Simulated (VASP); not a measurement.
SiC (Moissanite):

```
Si C
1.0
     3.03443    0.00000    0.00000
    -1.51721    2.62789    0.00000
     0.00000    0.00000    4.97978
Si C
2 2
Direct
  0.66667 0.33333 0.50000
  0.33333 0.66667 0.00000
  0.66667 0.33333 0.88500
  0.33333 0.66667 0.38500
```

Program: VASP 6.6.1. Alike in all runs: task single point; potentials or basis VASP PAW PBE potentials, release 64 (Si, C); no spin polarisation; cell as given; k mesh 10 × 10 × 5; cutoff (eV) 520; smearing fermi-dirac 0.05 eV.

Order these runs on this cell by their pressure, lowest first.
A. level r2SCAN
B. level PBEsol+D3(BJ)
C. level revPBE
D. level BLYP+D3(BJ)
E. level BLYP

B (6.4 GPa), D (8.2 GPa), A (10.0 GPa), C (15.9 GPa), E (19.0 GPa).

Caveats: the PAW data sets were made with another functional, which shifts forces and pressure a little.
